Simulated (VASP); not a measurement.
Wanted: the native input for a VASP 6.6.1 run.

- Task: single point
- Functional: PBEsol
- Potentials or basis: VASP PAW PBE potentials, release 64 (Au)
- Cutoff: 520 eV
- k mesh: 16 × 16 × 16
- Occupations: gaussian, width 0.1 eV
- Spin: no spin polarisation
- Dipole correction: no
- Further INCAR settings: ALGO = Fast; EDIFF = 1e-06; NBANDS = 18

The structure of Au lies in POSCAR:

```
Au
1.0
    3.2787529326      0.0000000000      0.0000000000
    0.0000000000      3.2787529326      0.0000000000
    0.0000000000      0.0000000000      3.1773038521
Au
2
Direct
    0.0000000000      0.0000000000      0.0000000000
    0.5000000000      0.5000000000      0.5000000000
```

This cell differs from its parent crystal: uniaxial strain along c: -2.0 %, then relaxed in part.

One way to write it, as run:

INCAR

```
SYSTEM = Au
  PREC = Accurate
  ENCUT = 520
  EDIFF = 1E-6
  ISMEAR = 0
  SIGMA = 0.1
  LREAL = .FALSE.
  LASPH = .TRUE.
  NELM = 60
  ALGO = Fast
  ISIF = 2
  LWAVE = .FALSE.
  LCHARG = .FALSE.
  GGA = PS
  NBANDS = 18
```

KPOINTS

```
regular mesh
0
G
  16 16 16
  0 0 0
```

Potentials or basis: VASP PAW PBE potentials, release 64 (Au).

Run with:

```console
$ cat potpaw_PBE.64/Au/POTCAR > POTCAR
$ mpirun -np 1 vasp_std > vasp.out
```

Results of the run:

* Pressure: -0.4 GPa
* Band gap on the k mesh: zero (bands 11 and 12 overlap by 5.17 eV)

Caveat: the cell differs from its parent crystal (uniaxial strain along c: -2.0 %, then relaxed in part); the PAW data sets were made with another functional, which shifts forces and pressure a little; spin-orbit coupling is left out, which moves the levels of the heavy elements.

It took 2.4 min on 1 thread of Intel Xeon 8259CL (shared host), peak memory 0.3 GiB.
